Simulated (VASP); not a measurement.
# SnSe (Fm-3m) in VASP: a series of runs

Runs on SnSe. Level: PBE. Tasks: relaxation of the atoms.

All numbers are computed with VASP 6.6.1; they aren't measurements. Logs are shortened: lines on timing, memory, paths and dates and some standing lists are left out, and cuts for length are marked.

### 1 The cell of the first run

Symmetry: Fm-3m, No. 225, cubic system. Conventional cell: a = 6.138 Å, b = 6.138 Å, c = 6.138 Å, α = 90.00°, β = 90.00°, γ = 90.00°. Sn (site symmetry m-3m) has 6 Se at 3.07 Å within 4.0 Å. Within 4.0 Å of Se (site symmetry m-3m) lie 6 Sn at 3.07 Å.

### 2 Relaxation of the atoms, PBE (28.91 Å³/atom)

INCAR

```
SYSTEM = SnSe
ALGO = Normal
EDIFF = 1E-7
EDIFFG = -0.02
ENCUT = 450
GGA = PE
GGA_COMPAT = .FALSE.
IBRION = 2
ISIF = 2
ISMEAR = -1
LASPH = .TRUE.
LCHARG = .FALSE.
LREAL = .FALSE.
LWAVE = .FALSE.
NELM = 120
NELMIN = 4
NSW = 80
PREC = Accurate
SIGMA = 0.02
```

KPOINTS

```
k-points
0
G
  13 13 13
  0 0 0
```

POSCAR

```
SnSe
1.0
    0.0000000000      3.0690345955      3.0690345955
    3.0690345955      0.0000000000      3.0690345955
    3.0690345955      3.0690345955      0.0000000000
Sn Se
1 1
Direct
    0.0000000000      0.0000000000      0.0000000000
    0.5000000000      0.5000000000      0.5000000000
```

Potentials or basis: VASP PAW PBE potentials, release 64 (Sn_d, Se).

Command:

```
$ cat potpaw_PBE.64/Sn_d/POTCAR potpaw_PBE.64/Se/POTCAR > POTCAR
$ mpirun -np 1 vasp_std > vasp.out
```

OUTCAR:

```text
SYSTEM = SnSe
   EDIFF = 1E-7
   EDIFFG = -0.02
   ENCUT = 450
   GGA = PE
   IBRION = 2
   ISIF = 2
   ISMEAR = -1
   LASPH = .TRUE.
   LREAL = .FALSE.
   NELM = 120
   NELMIN = 4
   NSW = 80
   PREC = Accurate

 ion  position               nearest neighbor table
   1  0.000  0.000  0.000-   2 3.07   2 3.07   2 3.07   2 3.07   2 3.07   2 3.07
   2  0.500  0.500  0.500-   1 3.07   1 3.07   1 3.07   1 3.07   1 3.07   1 3.07

  LATTYP: Found a face centered cubic cell.
 ALAT       =     6.1380691910

  Lattice vectors:

 A1 = (   0.0000000000,   3.0690345955,   3.0690345955)
 A2 = (   3.0690345955,   0.0000000000,   3.0690345955)
 A3 = (   3.0690345955,   3.0690345955,   0.0000000000)

Analysis of symmetry for initial positions (statically):
=====================================================================
 Subroutine PRICEL returns:
 Original cell was already a primitive cell.

 Routine SETGRP: Setting up the symmetry group for a
 face centered cubic supercell.

 Subroutine GETGRP returns: Found 48 space group operations
 (whereof 48 operations were pure point group operations)
 out of a pool of 48 trial point group operations.

The static configuration has the point symmetry O_h .

Analysis of symmetry for dynamics (positions and initial velocities):
=====================================================================
 Subroutine PRICEL returns:
 Original cell was already a primitive cell.

 Routine SETGRP: Setting up the symmetry group for a
 face centered cubic supercell.

 Subroutine GETGRP returns: Found 48 space group operations
 (whereof 48 operations were pure point group operations)
 out of a pool of 48 trial point group operations.

The dynamic configuration has the point symmetry O_h .

 Subroutine INISYM returns: Found 48 space group operations
 (whereof 48 operations are pure point group operations),
 and found     1 'primitive' translations

----------------------------------------------------------------------------------------

                                     Primitive cell

  volume of cell :      57.8143

  direct lattice vectors                    reciprocal lattice vectors
     0.000000000  3.069034595  3.069034595    -0.162917681  0.162917681  0.162917681
     3.069034595  0.000000000  3.069034595     0.162917681 -0.162917681  0.162917681
     3.069034595  3.069034595  0.000000000     0.162917681  0.162917681 -0.162917681

  length of vectors
[... 88 lines left out ...]
   ISIF   =      2    stress and relaxation
   ISYM   =      2    0-nonsym 1-usesym 2-fastsym
   POTIM  = 0.5000    time-step for ionic-motion
   TEBEG  =    0.0;   TEEND  =   0.0 temperature during run
   PSTRESS=    0.0 pullay stress
   NELECT =      20.0000    total number of electrons
   NUPDOWN=      -1.0000    fix difference up-down
   EMIN   =  10.00;   EMAX   =-10.00  energy-range for DOS
   EFERMI =   0.00;   METHOD = LEGACY
   ISMEAR =    -1;   SIGMA  =   0.02  broadening in eV -4-tet -1-fermi 0-gaus
   EFERMI_NEDOS =   21; number of points for ismear=-14 and -15
   IALGO  =     38    algorithm
   IMIX   =      4    mixing-type and parameters
     AMIX     =   0.40;   BMIX     =  1.00
     AMIX_MAG =   1.60;   BMIX_MAG =  1.00
  volume/ion in A,a.u.               =      28.91       195.08
  Fermi-wavevector in a.u.,A,eV,Ry     =   1.149228  2.171727 17.969570  1.320726
  Thomas-Fermi vector in A             =   2.285899
   LORBIT       =      0    0 simple, 1 ext, 2 COOP (PROOUT), +10 PAW based schemes
   GGA     = PE    functional components
   LHFCALC =     F    Hartree Fock is set to
   AEXX    =    0.0000 exact exchange contribution
   IVDW    =     0    specifies the selected vdW correction
   LEPSILON=     F    determine dielectric tensor
   LRPA    =     F    only Hartree local field effects (RPA)
 conjugate gradient relaxation of ions
 non-spin polarized calculation
  energy-cutoff  :      450.00
  volume of cell :       57.81
 maximum number of plane-waves:      1279
 NGX is ok and might be reduce to    30
   NGX = 15   NGY = 15   NGZ = 15

 number of electron      20.0000008 magnetization

 Free energy of the ion-electron system (eV)
  ---------------------------------------------------
  ext. energy  EPLUGINS =         0.00000000
  ---------------------------------------------------
  free energy    TOTEN  =        -8.20435708 eV

  energy without entropy =       -8.20435702  energy(sigma->0) =       -8.20435705

 E-fermi :   5.1299     XC(G=0):  -9.3333

 val. band max:        4.9090170592   @ k =   0.4615   0.0000   0.0000
 cond. band min:       5.3772421604   @ k =  -0.4615   0.0769   0.0000
 fundamental gap:      0.4682251012
 Fermi energy:         5.1298876576

 k-point     1 :       0.0000    0.0000    0.0000
  band No.  band energies     occupation
      1     -16.6664      2.00000
      2     -16.6664      2.00000
      3     -16.6664      2.00000
      4     -16.6619      2.00000
      5     -16.6619      2.00000
      6      -8.5197      2.00000
      7      -0.2815      2.00000
      8       2.9407      2.00000
      9       2.9407      2.00000
     10       2.9407      2.00000
     11       9.0601      0.00000
     12       9.0601      0.00000
     13       9.0601      0.00000
     14      10.8964      0.00000
[... 377 lines left out ...]
      1     -16.6709      2.00000
      2     -16.6655      2.00000
      3     -16.6641      2.00000
      4     -16.6582      2.00000
      5     -16.6550      2.00000
      6      -7.7113      2.00000
      7      -2.4445      2.00000
      8       2.2106      2.00000
      9       2.5854      2.00000
     10       3.7331      2.00000
     11       6.4496      0.00000
     12       7.3263      0.00000
     13       7.8926      0.00000
     14      11.2250      0.00000

 [... further k-points ...]
[... 5 lines left out ...]
  --------------------------------------------------------------------------------------
  -------------------------------------------------------------------------------------
  Total       -0.5948498     -0.5948498     -0.5948498      0.0000000      0.0000000      0.0000000
  in kB      -16.4847571    -16.4847571    -16.4847571      0.0000000      0.0000000      0.0000000
  external PRESSURE =     -16.4847571 kB  Pullay stress =       0.0000000 kB

 VOLUME and BASIS-vectors are now :
 -----------------------------------------------------------------------------
  energy-cutoff  :      450.00
  volume of cell :       57.81
      direct lattice vectors                 reciprocal lattice vectors
     0.000000000  3.069034595  3.069034595    -0.162917681  0.162917681  0.162917681
     3.069034595  0.000000000  3.069034595     0.162917681 -0.162917681  0.162917681
     3.069034595  3.069034595  0.000000000     0.162917681  0.162917681 -0.162917681

 POSITION                                       TOTAL-FORCE (eV/Angst)
 -----------------------------------------------------------------------------------
      0.00000      0.00000      0.00000         0.000000      0.000000      0.000000
      3.06903      3.06903      3.06903         0.000000      0.000000     -0.000000
 -----------------------------------------------------------------------------------
    total drift:                               -0.000000      0.000000      0.000000

  FREE ENERGIE OF THE ION-ELECTRON SYSTEM (eV)
  ---------------------------------------------------
  free  energy   TOTEN  =        -8.2043570838 eV

  energy  without entropy=       -8.2043570155  energy(sigma->0) =       -8.20435705

 reached required accuracy - stopping structural energy minimisation
```

OSZICAR:

```text
N       E                     dE             d eps       ncg     rms          rms(c)
DAV:   1     0.124917271439E+03    0.12492E+03   -0.92873E+03  2382   0.156E+03
DAV:   2     0.301701287947E+01   -0.12190E+03   -0.11930E+03  2526   0.364E+02
DAV:   3    -0.815326089457E+01   -0.11170E+02   -0.11058E+02  3030   0.101E+02
DAV:   4    -0.842009227622E+01   -0.26683E+00   -0.26676E+00  2500   0.178E+01
DAV:   5    -0.842852060530E+01   -0.84283E-02   -0.84282E-02  3286   0.307E+00    0.284E+00
DAV:   6    -0.820222598501E+01    0.22629E+00   -0.62834E-01  3152   0.502E+00    0.166E+00
DAV:   7    -0.820186807647E+01    0.35791E-03   -0.93664E-02  2616   0.156E+00    0.867E-01
DAV:   8    -0.820434351406E+01   -0.24754E-02   -0.94519E-03  2526   0.102E+00    0.103E-01
DAV:   9    -0.820425049178E+01    0.93022E-04   -0.13601E-03  3138   0.326E-01    0.638E-02
DAV:  10    -0.820434779428E+01   -0.97302E-04   -0.21696E-04  2496   0.108E-01    0.164E-02
DAV:  11    -0.820435657285E+01   -0.87786E-05   -0.26639E-05  2718   0.502E-02    0.316E-03
DAV:  12    -0.820435717587E+01   -0.60301E-06   -0.23619E-06  2820   0.177E-02    0.128E-03
DAV:  13    -0.820435708377E+01    0.92092E-07   -0.25322E-07  2586   0.353E-03
   1 F= -.82043571E+01 E0= -.82043570E+01  d E =-.820436E+01
```

Wall time 28 s (1 thread of Intel Xeon Platinum 8488C (Sapphire Rapids), shared host); peak memory 0.2 GiB.

Results:

```yaml
Free_energy: -8.2044 eV
Pressure_after_relaxing: -1.6 GPa
```

Final structure:
```yaml
crystal:
  lattice:
    - [0.00000, 3.06903, 3.06903]
    - [3.06903, 0.00000, 3.06903]
    - [3.06903, 3.06903, 0.00000]
  atoms:
    - { symbol: Sn, position: [0.00000, 0.00000, 0.00000] }
    - { symbol: Se, position: [0.50000, 0.50000, 0.50000] }
```

Levels at points of the mesh, in eV from the Fermi level:
```
           k point  band 6  band 7  band 8  band 9  band 10  band 11  band 12  band 13  band 14
(0.00, 0.00, 0.00)  -13.65   -5.41   -2.19   -2.19    -2.19     3.93     3.93     3.93     5.77
```

Caveat: the relaxation stopped at its first step, so nothing moved; this odd mesh misses L, so gap, dielectric constants and Born charges aren't listed; spin-orbit coupling is left out, which moves the levels of the heavy elements.

### 3 Relaxation of the atoms, PBE

This run uses another cell than the first one, of 27.27 Å³/atom.

INCAR

```
SYSTEM = SnSe
PREC = Accurate
ENCUT = 520
EDIFF = 1E-6
ISMEAR = -1
SIGMA = 0.02
LREAL = .FALSE.
LASPH = .TRUE.
NELM = 60
ALGO = Normal
ISIF = 2
LWAVE = .FALSE.
LCHARG = .FALSE.
GGA = PE
IBRION = 2
NSW = 80
EDIFFG = -0.02
```

KPOINTS

```
regular mesh
0
G
  13 13 13
  0 0 0
```

POSCAR

```
SnSe
1.0
    0.0000000000      3.0100000000      3.0100000000
    3.0100000000      0.0000000000      3.0100000000
    3.0100000000      3.0100000000      0.0000000000
Sn Se
1 1
Direct
    0.0000000000      0.0000000000      0.0000000000
    0.5000000000      0.5000000000      0.5000000000
```

Potentials or basis: VASP PAW PBE potentials, release 64 (Sn_d, Se).

Command:

```
$ cat potpaw_PBE.64/Sn_d/POTCAR potpaw_PBE.64/Se/POTCAR > POTCAR
$ mpirun -np 1 vasp_std > vasp.out
```

Wall time 72 s (1 thread of Intel Xeon 8259CL, shared host); peak memory 0.22 GiB.

Results (log left out):

```yaml
Free_energy: -8.2110 eV
Pressure_after_relaxing: 1.1 GPa
```

Final structure:
```
CELL_PARAMETERS angstrom
0.00000 3.01000 3.01000
3.01000 0.00000 3.01000
3.01000 3.01000 0.00000
ATOMIC_POSITIONS crystal
Sn 0.00000 0.00000 0.00000
Se 0.50000 0.50000 0.50000
```

Levels at points of the mesh, in eV from the Fermi level:
```csv
k point,band 7,band 8,band 9,band 10,band 11,band 12,band 13,band 14
"(0.00, 0.00, 0.00)",-5.26,-2.38,-2.38,-2.38,4.12,4.12,4.12,5.67
```

Caveat: the relaxation stopped at its first step, so nothing moved; this odd mesh misses L, so gap, dielectric constants and Born charges aren't listed; spin-orbit coupling is left out, which moves the levels of the heavy elements.
